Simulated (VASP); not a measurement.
**SiO2: relaxation of cell and atoms with r2SCAN**

SiO2:

```
Si O
1.0
     5.06052    0.00000    0.00000
    -2.53026    4.38254    0.00000
     0.00000    0.00000    5.54135
Si O
3 6
Direct
  0.50000 0.00000 0.00000
  0.50000 0.50000 0.66667
  0.00000 0.50000 0.33333
  0.20861 0.79139 0.16667
  0.20861 0.41721 0.50000
  0.41721 0.20861 0.83333
  0.79139 0.20861 0.16667
  0.79139 0.58279 0.50000
  0.58279 0.79139 0.83333
```

```yaml
Program: VASP 6.6.1
Task: relaxation of cell and atoms
Functional: r2SCAN
Potentials_or_basis: VASP PAW PBE potentials, release 64 (Si, O)
Cutoff: 660 eV
k_mesh: 6 × 6 × 5
Occupations: fermi-dirac, width 0.05 eV
Spin: no spin polarisation
Dipole_correction: no
Further_INCAR_settings: ALGO = Normal; EDIFF = 1e-07; IBRION = 2; EDIFFG = -0.01; NSW = 60; ISIF = 3
```

The relaxed volume is 13.64 Å³/atom and the relaxed cell is a = 5.058 Å, b = 5.058 Å, c = 5.540 Å, α = 90.00°, β = 90.00°, γ = 120.00°. The space group after relaxing (to 0.1 Å) is P6_422 (No. 181), the energy gained by relaxing is 0.0 meV/atom and the ionic steps are 3. The pressure after relaxing is 0.1 GPa and the largest force after relaxing is 0.007 eV/Å. The band gap on the k mesh is 6.30 eV (least direct gap 6.50 eV).

Forces in eV/Å, atoms in the order of the input:
```
Si   0.000  0.000  0.000
Si   0.000  0.000  0.000
Si   0.000  0.000  0.000
O   -0.006  0.004  0.000
O    0.000 -0.007  0.000
O   -0.006 -0.004  0.000
O    0.006 -0.004  0.000
O    0.000  0.007  0.000
O    0.006  0.004  0.000
```

Final structure:
```
CELL_PARAMETERS angstrom
5.05840 0.00000 0.00000
-2.52920 4.38070 0.00000
0.00000 0.00000 5.54001
ATOMIC_POSITIONS crystal
Si 0.50000 0.00000 0.00000
Si 0.50000 0.50000 0.66667
Si 0.00000 0.50000 0.33333
O 0.20845 0.79155 0.16667
O 0.20845 0.41690 0.50000
O 0.41690 0.20845 0.83333
O 0.79155 0.20845 0.16667
O 0.79155 0.58310 0.50000
O 0.58310 0.79155 0.83333
```

Levels at points of the mesh, in eV from the valence-band top:
| k point | band 21 | band 22 | band 23 | band 24 | band 25 | band 26 | band 27 | band 28 |
| --- | --- | --- | --- | --- | --- | --- | --- | --- |
| (0.00, 0.00, 0.00) | -1.01 | -0.47 | -0.47 | -0.20 | 6.30 | 9.74 | 9.74 | 10.07 |
| (0.50, 0.00, 0.00) | -1.18 | -1.03 | -0.36 | -0.01 | 8.42 | 9.27 | 10.39 | 10.54 |

Wall time 34 min on 1 thread of Oxide Virtual Turin-like Processor, on a shared host, peak memory 0.31 GiB.

Caveat: the PAW data sets were made with another functional, which shifts forces and pressure a little. A k mesh can miss the band edges.
